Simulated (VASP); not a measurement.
# NiO (Fm-3m) in VASP: a series of runs

Runs on NiO. Level: PBE+U. Tasks: single point.

All numbers are computed with VASP 6.6.1; they aren't measurements. Logs are shortened: lines on timing, memory, paths and dates and some standing lists are left out, and cuts for length are marked.

### Step 1. The cell of the first run

The structure is cubic, space group Fm-3m (No. 225). The conventional cell has a = 4.267 Å, b = 4.267 Å, c = 4.267 Å, α = 90.00°, β = 90.00°, γ = 90.00°. Within 2.8 Å of Ni (site symmetry m-3m) lie 6 O at 2.13 Å. O (site symmetry m-3m) has 6 Ni at 2.13 Å within 2.8 Å.

### Step 2. Single point, PBE+U, collinear spin, ferromagnetic start

Contents of INCAR:

```
SYSTEM = NiO
PREC     = Accurate       ! precision mode
ENCUT    = 600            ! plane-wave cutoff, eV
EDIFF    = 1E-6           ! SCF threshold, eV
ISMEAR   = 0              ! smearing method
SIGMA    = 0.02           ! smearing width, eV
LREAL    = .False.        ! projectors in reciprocal space
LASPH    = .True.         ! aspherical terms in the spheres
NELM     = 200            ! most SCF steps
ALGO     = Normal         ! electronic algorithm
ISIF     = 2              ! what is computed and relaxed
LWAVE    = .False.        ! write WAVECAR
LCHARG   = .False.        ! write CHGCAR
ISPIN    = 2              ! spin polarisation
MAGMOM   = 1.91 0.21      ! initial moments
LORBIT   = 11             ! projections on sites
LMAXMIX  = 4              ! l up to which the mixer works
LDAU     = .True.         ! DFT+U
LDAUTYPE = 2            
LDAUL    = 2 -1           ! shell
LDAUU    = 6.2 0          ! U, eV
LDAUJ    = 0 0          
LDAUPRINT= 1            
GGA      = PE             ! functional
NBANDS   = 19             ! bands
GGA_COMPAT= .False.
```

Contents of KPOINTS:

```
Automatic mesh
0
Gamma
  6 6 6
  0 0 0
```

Contents of POSCAR:

```
NiO
1.0
    0.0000000000      2.1337376285      2.1337376285
    2.1337376285      0.0000000000      2.1337376285
    2.1337376285      2.1337376285      0.0000000000
Ni O
1 1
Direct
    0.0000000000      0.0000000000      0.0000000000
    0.5000000000      0.5000000000      0.5000000000
```

Potentials or basis: VASP PAW PBE potentials, release 64 (Ni, O).

Started as:

```sh
$ cat potpaw_PBE.64/Ni/POTCAR potpaw_PBE.64/O/POTCAR > POTCAR
$ mpirun -np 1 vasp_std > vasp.out
```

OUTCAR:

```text
SYSTEM = NiO
   PREC = Accurate
   ENCUT = 600
   EDIFF = 1E-6
   ISMEAR = 0
   LREAL = .False.
   LASPH = .True.
   NELM = 200
   ISIF = 2
   ISPIN = 2
   LORBIT = 11
   GGA = PE

 ion  position               nearest neighbor table
   1  0.000  0.000  0.000-   2 2.13   2 2.13   2 2.13   2 2.13   2 2.13   2 2.13
   2  0.500  0.500  0.500-   1 2.13   1 2.13   1 2.13   1 2.13   1 2.13   1 2.13

  LATTYP: Found a face centered cubic cell.
 ALAT       =     4.2674752570

  Lattice vectors:

 A1 = (   0.0000000000,   2.1337376285,   2.1337376285)
 A2 = (   2.1337376285,   0.0000000000,   2.1337376285)
 A3 = (   2.1337376285,   2.1337376285,   0.0000000000)

Analysis of symmetry for initial positions (statically):
=====================================================================
 Subroutine PRICEL returns:
 Original cell was already a primitive cell.

 Routine SETGRP: Setting up the symmetry group for a
 face centered cubic supercell.

 Subroutine GETGRP returns: Found 48 space group operations
 (whereof 48 operations were pure point group operations)
 out of a pool of 48 trial point group operations.

The static configuration has the point symmetry O_h .

Analysis of symmetry for dynamics (positions and initial velocities):
=====================================================================
 Subroutine PRICEL returns:
 Original cell was already a primitive cell.

 Routine SETGRP: Setting up the symmetry group for a
 face centered cubic supercell.

 Subroutine GETGRP returns: Found 48 space group operations
 (whereof 48 operations were pure point group operations)
 out of a pool of 48 trial point group operations.

The dynamic configuration has the point symmetry O_h .

Analysis of structural, dynamic, and magnetic symmetry:
=====================================================================
 Subroutine PRICEL returns:
 Original cell was already a primitive cell.

 Routine SETGRP: Setting up the symmetry group for a
 face centered cubic supercell.

 Subroutine GETGRP returns: Found 48 space group operations
 (whereof 48 operations were pure point group operations)
 out of a pool of 48 trial point group operations.

The overall configuration has the point symmetry O_h .

 Subroutine INISYM returns: Found 48 space group operations
 (whereof 48 operations are pure point group operations),
 and found     1 'primitive' translations

----------------------------------------------------------------------------------------

                                     Primitive cell

  volume of cell :      19.4291

  direct lattice vectors                    reciprocal lattice vectors
     0.000000000  2.133737629  2.133737629    -0.234330591  0.234330591  0.234330591
     2.133737629  0.000000000  2.133737629     0.234330591 -0.234330591  0.234330591
     2.133737629  2.133737629  0.000000000     0.234330591  0.234330591 -0.234330591

  length of vectors
     3.017560693  3.017560693  3.017560693     0.405872490  0.405872490  0.405872490

  position of ions in fractional coordinates (direct lattice)
     0.000000000  0.000000000  0.000000000
     0.500000000  0.500000000  0.500000000

  ion indices of the primitive-cell ions
   primitive index   ion index
                 1           1
                 2           2

----------------------------------------------------------------------------------------

 KPOINTS: Automatic mesh

Automatic generation of k-mesh.
 Grid dimensions read from file:
 generate k-points for:    6    6    6

 Generating k-lattice:

  Cartesian coordinates                     Fractional coordinates (reciprocal lattice)
    -0.039055099  0.039055099  0.039055099     0.166666667  0.000000000  0.000000000
     0.039055099 -0.039055099  0.039055099     0.000000000  0.166666667  0.000000000
     0.039055099  0.039055099 -0.039055099     0.000000000  0.000000000  0.166666667

  Length of vectors
[... 62 lines left out ...]
   EFERMI_NEDOS =   21; number of points for ismear=-14 and -15
   IALGO  =     38    algorithm
   IMIX   =      4    mixing-type and parameters
     AMIX     =   0.40;   BMIX     =  1.00
     AMIX_MAG =   1.60;   BMIX_MAG =  1.00
  volume/ion in A,a.u.               =       9.71        65.56
  Fermi-wavevector in a.u.,A,eV,Ry     =   1.534489  2.899764 32.037051  2.354657
  Thomas-Fermi vector in A             =   2.641410
   LORBIT       =     11    0 simple, 1 ext, 2 COOP (PROOUT), +10 PAW based schemes
 LDA+U is selected, type is set to LDAUTYPE =  2
   angular momentum for each species LDAUL =     2   -1
   U (eV)           for each species LDAUU =   6.2  0.0
   J (eV)           for each species LDAUJ =   0.0  0.0
   GGA     = PE    functional components
   LHFCALC =     F    Hartree Fock is set to
   AEXX    =    0.0000 exact exchange contribution
   IVDW    =     0    specifies the selected vdW correction
   LEPSILON=     F    determine dielectric tensor
   LRPA    =     F    only Hartree local field effects (RPA)
 spin polarized calculation
 Gauss-broadening in eV      SIGMA  =   0.02
  energy-cutoff  :      600.00
  volume of cell :       19.43
 maximum number of plane-waves:       656
   NGX = 13   NGY = 13   NGZ = 13

atom =   1  type =  1  l = 2

 onsite density matrix

spin component  1

  0.9818 -0.0000 -0.0000  0.0000 -0.0000
 -0.0000  0.9818  0.0000  0.0000 -0.0000
 -0.0000  0.0000  1.0279 -0.0000 -0.0000
  0.0000  0.0000 -0.0000  0.9818 -0.0000
 -0.0000 -0.0000 -0.0000 -0.0000  1.0279

spin component  2

  0.9805 -0.0000 -0.0000  0.0000 -0.0000
 -0.0000  0.9805  0.0000  0.0000 -0.0000
 -0.0000  0.0000  0.1273  0.0000  0.0000
  0.0000  0.0000  0.0000  0.9805  0.0000
 -0.0000 -0.0000  0.0000  0.0000  0.1273

 occupancies and eigenvectors

  o =  0.1273  v =  0.0000  0.0000  0.0000  0.0000  0.0000  0.0000  0.0000 -0.0219  0.0000 -0.9998      0.0000  0.0000  0.0000  0.0000  0.0000  0.0000  0.0000  0.0000  0.0000  0.0000
  o =  0.1273  v =  0.0000  0.0000  0.0000  0.0000  0.0000  0.0000 -0.0000 -0.9998  0.0000  0.0219      0.0000  0.0000  0.0000  0.0000  0.0000  0.0000  0.0000  0.0000  0.0000  0.0000
  o =  0.9805  v =  0.0000  0.0000  0.0000  0.0000  0.0000  1.0000  0.0000  0.0000  0.0000  0.0000      0.0000  0.0000  0.0000  0.0000  0.0000  0.0000  0.0000  0.0000  0.0000  0.0000
  o =  0.9805  v =  0.0000  0.0000  0.0000  0.0000  0.0000  0.0000  0.2302  0.0000  0.9731  0.0000      0.0000  0.0000  0.0000  0.0000  0.0000  0.0000  0.0000  0.0000  0.0000  0.0000
  o =  0.9805  v =  0.0000  0.0000  0.0000  0.0000  0.0000  0.0000  0.9731  0.0000 -0.2302  0.0000      0.0000  0.0000  0.0000  0.0000  0.0000  0.0000  0.0000  0.0000  0.0000  0.0000
  o =  0.9818  v =  0.0000  0.9961  0.0000 -0.0880 -0.0000  0.0000  0.0000  0.0000  0.0000  0.0000      0.0000  0.0000  0.0000  0.0000  0.0000  0.0000  0.0000  0.0000  0.0000  0.0000
  o =  0.9818  v =  0.0000  0.0880 -0.0000  0.9961 -0.0000  0.0000  0.0000  0.0000  0.0000  0.0000      0.0000  0.0000  0.0000  0.0000  0.0000  0.0000  0.0000  0.0000  0.0000  0.0000
  o =  0.9818  v =  1.0000  0.0000  0.0000  0.0000  0.0000  0.0000  0.0000  0.0000  0.0000  0.0000      0.0000  0.0000  0.0000  0.0000  0.0000  0.0000  0.0000  0.0000  0.0000  0.0000
  o =  1.0279  v =  0.0000  0.0000  0.0138  0.0000  0.9999  0.0000  0.0000  0.0000  0.0000  0.0000      0.0000  0.0000  0.0000  0.0000  0.0000  0.0000  0.0000  0.0000  0.0000  0.0000
  o =  1.0279  v =  0.0000 -0.0000  0.9999  0.0000 -0.0138  0.0000  0.0000  0.0000  0.0000  0.0000      0.0000  0.0000  0.0000  0.0000  0.0000  0.0000  0.0000  0.0000  0.0000  0.0000

 number of electron      16.0000010 magnetization       1.9999989

 Free energy of the ion-electron system (eV)
  ---------------------------------------------------
  ext. energy  EPLUGINS =         0.00000000
  ---------------------------------------------------
  free energy    TOTEN  =       -10.14346595 eV

  energy without entropy =      -10.14346595  energy(sigma->0) =      -10.14346595

 E-fermi :   6.1034     XC(G=0): -12.2724

 val. band max:        5.9311936885   @ k =   0.5000   0.0000   0.0000
 cond. band min:       8.2925662992   @ k =   0.0000   0.0000   0.0000
 fundamental gap:      2.3613726107
 Fermi energy:         6.1033579567

 spin component 1

 k-point     1 :       0.0000    0.0000    0.0000
  band No.  band energies     occupation
      1     -12.3611      1.00000
      2      -0.1239      1.00000
      3      -0.1238      1.00000
      4       0.9899      1.00000
      5       0.9900      1.00000
      6       0.9900      1.00000
[... 328 lines left out ...]
      5       0.6069      1.00000
      6       1.7098      1.00000
[... 11 lines left out ...]
     18      38.6287      0.00000
     19      40.9732      0.00000
 Fermi energy:         6.1033579567

 spin component 2

 k-point     1 :       0.0000    0.0000    0.0000
  band No.  band energies     occupation
      1     -12.0695      1.00000
      2       1.9897      1.00000
      3       1.9902      1.00000
      4       1.9904      1.00000
      5       5.0780      1.00000
      6       5.0780      1.00000
[... 329 lines left out ...]
      6       3.2585      1.00000
[... 11 lines left out ...]
     18      39.3387      0.00000
     19      41.4320      0.00000

------------------------ aborting loop because EDIFF is reached ----------------------------------------

  FORCE on cell =-STRESS in cart. coord.  units (eV):
  Direction    XX          YY          ZZ          XY          YZ          ZX
  --------------------------------------------------------------------------------------
  -------------------------------------------------------------------------------------
  Total       -1.0284010     -1.0284010     -1.0284010      0.0000000     -0.0000000      0.0000000
  in kB      -84.8047187    -84.8047187    -84.8047187      0.0000000     -0.0000000      0.0000000
  external PRESSURE =     -84.8047187 kB  Pullay stress =       0.0000000 kB

 VOLUME and BASIS-vectors are now :
 -----------------------------------------------------------------------------
  energy-cutoff  :      600.00
  volume of cell :       19.43
      direct lattice vectors                 reciprocal lattice vectors
     0.000000000  2.133737629  2.133737629    -0.234330591  0.234330591  0.234330591
     2.133737629  0.000000000  2.133737629     0.234330591 -0.234330591  0.234330591
     2.133737629  2.133737629  0.000000000     0.234330591  0.234330591 -0.234330591

 POSITION                                       TOTAL-FORCE (eV/Angst)
 -----------------------------------------------------------------------------------
      0.00000      0.00000      0.00000         0.000000     -0.000000      0.000000
      2.13374      2.13374      2.13374        -0.000000      0.000000     -0.000000
 -----------------------------------------------------------------------------------
    total drift:                                0.000000     -0.000000     -0.000000

  FREE ENERGIE OF THE ION-ELECTRON SYSTEM (eV)
  ---------------------------------------------------
  free  energy   TOTEN  =       -10.1434659460 eV

  energy  without entropy=      -10.1434659460  energy(sigma->0) =      -10.14346595

 total charge

# of ion       s       p       d       tot
------------------------------------------
    1        0.326   0.378   8.173   8.877
    2        1.545   3.451   0.000   4.995
--------------------------------------------------
tot          1.871   3.829   8.173  13.872

 magnetization (x)

# of ion       s       p       d       tot
------------------------------------------
    1        0.012   0.012   1.803   1.827
    2        0.016   0.147   0.000   0.163
--------------------------------------------------
tot          0.028   0.159   1.803   1.990
```

Wall time 21 s (1 thread of Intel Xeon 8259CL, shared host); peak memory 0.16 GiB.

Results:

```
Free energy                                           : -10.1435 eV
Pressure                                              : -8.5 GPa
Band gap on the k mesh                                : 2.36 eV (least direct gap 3.16 eV)
Net moment                                            : 2.00 μB per cell
Site moments                                          : Ni +1.83; O +0.16 μB
Valence electrons inside the program's atomic spheres : Ni 8.88; O 5.00
```

Levels at points of the mesh, in eV from the valence-band top:
Spin up:
```
           k point  band 7  band 8  band 9  band 10  band 11  band 12
(0.00, 0.00, 0.00)   -1.18   -1.18   -1.18     2.36    17.57    17.57
(0.50, 0.00, 0.00)   -3.11    0.00    0.00     6.59    10.54    14.57
(0.50, 0.50, 0.00)   -4.22   -2.46   -2.46     6.63    11.38    11.51
```
Spin down:
| k point | band 3 | band 4 | band 5 | band 6 | band 7 | band 8 | band 9 | band 10 | band 11 | band 12 |
| --- | --- | --- | --- | --- | --- | --- | --- | --- | --- | --- |
| (0.00, 0.00, 0.00) | -3.94 | -3.94 | -0.85 | -0.85 | -0.85 | 2.62 | 2.62 | 2.71 | 17.82 | 17.82 |
| (0.50, 0.00, 0.00) | -3.89 | -3.89 | -2.24 | -1.79 | -1.79 | 4.73 | 4.73 | 6.76 | 10.99 | 14.96 |
| (0.50, 0.50, 0.00) | -4.58 | -3.15 | -3.15 | -2.15 | -2.15 | 3.03 | 3.37 | 7.27 | 11.65 | 11.76 |

Eigenvalues of the final occupation matrices:
```
    site  spin  trace               eigenvalues
site 1 d     1   5.00  0.98 0.98 0.98 1.03 1.03
site 1 d     2   3.20  0.13 0.13 0.98 0.98 0.98
```

Caveat: the k points lie up to 0.43 Å⁻¹ apart; a cell with one magnetic atom can't hold antiferromagnetic order, which such compounds often take.

[end of part 1 of 2]
